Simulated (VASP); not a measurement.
A run of VASP 6.6.1:

Contents of INCAR:

```
PREC = Accurate
ENCUT = 520
EDIFF = 1E-6
ISMEAR = -1
SIGMA = 0.05
LREAL = False
LASPH = True
NELM = 150
ALGO = Normal
ISIF = 2
LWAVE = False
LCHARG = False
ISPIN = 2
MAGMOM = 1 1
LORBIT = 11
LMAXMIX = 4
GGA = RE
NBANDS = 21
```

Contents of KPOINTS:

```
regular mesh
0
Gamma
  12 12 7
```

The input POSCAR:

```
Ni
1.0
    2.4480228978      0.0000000000      0.0000000000
   -1.2240114489      2.1200500186      0.0000000000
    0.0000000000      0.0000000000      4.0728075700
Ni
2
Direct
    0.6666666667      0.3333333333      0.7500000000
    0.3333333333      0.6666666667      0.2500000000
```

Potentials or basis: VASP PAW PBE potentials, release 64 (Ni).

Launch:

```console
$ cat potpaw_PBE.64/Ni/POTCAR > POTCAR
$ mpirun -np 1 vasp_std > vasp.out
```

Hardware: 1 thread of AMD EPYC 9R45 96-Core Processor (Zen 5) (shared host).

**Question.** Estimate the wall time of this run.

**Answer.** Wall time 26 s on 1 thread of AMD EPYC 9R45 96-Core Processor (Zen 5) (shared host), peak memory 0.14 GiB. Counts: scf iterations 13, k points 76.
